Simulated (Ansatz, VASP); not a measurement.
# One calculation of CsSi3Ru, two programs

INCAR

```
SYSTEM = CsSi3Ru
  PREC = Accurate
  ENCUT = 500
  EDIFF = 1E-7
  ISMEAR = 0
  SIGMA = 0.1
  LREAL = .FALSE.
  LASPH = .TRUE.
  NELM = 120
  ALGO = Normal
  ISIF = 3
  LWAVE = .FALSE.
  LCHARG = .FALSE.
  GGA = PE
  IBRION = 2
  NSW = 100
  EDIFFG = -0.01
  GGA_COMPAT = .FALSE.
  NELMIN = 4
```

The input KPOINTS:

```
regular mesh
0
G
  8 8 8
  0 0 0
```

File POSCAR:

```
CsSi3Ru
1.0
    4.7976427027      0.0000000000      0.0000000000
    0.0000000000      4.7976427027      0.0000000000
    0.0000000000      0.0000000000      4.7976427027
Cs Si Ru
1 3 1
Direct
    0.0000000000      0.0000000000      0.0000000000
    0.0000000000      0.5000000000      0.5000000000
    0.5000000000      0.0000000000      0.5000000000
    0.5000000000      0.5000000000      0.0000000000
    0.5000000000      0.5000000000      0.5000000000
```

Input for Ansatz:

```yaml
crystal:
  lattice:
    - [4.7976427027, 0.0, 0.0]
    - [0.0, 4.7976427027, 0.0]
    - [0.0, 0.0, 4.7976427027]
  atoms:
    - { symbol: Cs, position: [0.0, 0.0, 0.0] }
    - { symbol: Si, position: [0.0, 0.5, 0.5] }
    - { symbol: Si, position: [0.5, 0.0, 0.5] }
    - { symbol: Si, position: [0.5, 0.5, 0.0] }
    - { symbol: Ru, position: [0.5, 0.5, 0.5] }
basis:
  ecutwfc: 420
kpoints:
  mp_grid: { grid: [8, 8, 8] }
hamiltonian:
  xc: pbe
scf:
  occupations: { method: gaussian, width: 0.1 }
output:
  forces: true
  stress: true
  eigenvalues: true
relax:
  adjacent_minimum: "off"
  f_tol: 0.01
  max_steps: 80
  cell: { stress_tol: 0.05 }
```

Alike in both runs: task relaxation of cell and atoms; functional PBE; k mesh 8 × 8 × 8; occupations gaussian, width 0.1 eV; no spin polarisation.

|  | VASP | Ansatz |
| --- | --- | --- |
| version | VASP 6.6.1 | Ansatz 0.2.0 |
| potentials or method | VASP PAW PBE potentials, release 64 (Cs_sv, Si, Ru_pv), cutoff 500 eV | scalar-relativistic, plane waves, PAW |
| valence electrons in the cell | 35 | 37 |

Ansatz gave:

- gap on the k mesh at the Fermi level, each at its own relaxed structure (eV): none
- relaxed volume (Å³/atom): 22.25
- relaxed cell length with the largest relative difference (Å): 4.810

Q: Estimate VASP's values.

A: gap on the k mesh at the Fermi level, each at its own relaxed structure (eV): none; relaxed volume (Å³/atom): 22.29; relaxed cell length with the largest relative difference (Å): 4.813.

A gap of «none» marks a metal or a gap that the smearing closes. VASP's potentials hold 35 valence electrons a cell and Ansatz's 37, so a difference there can come from the potentials and not from the codes.

Neither program's run includes spin-orbit coupling.
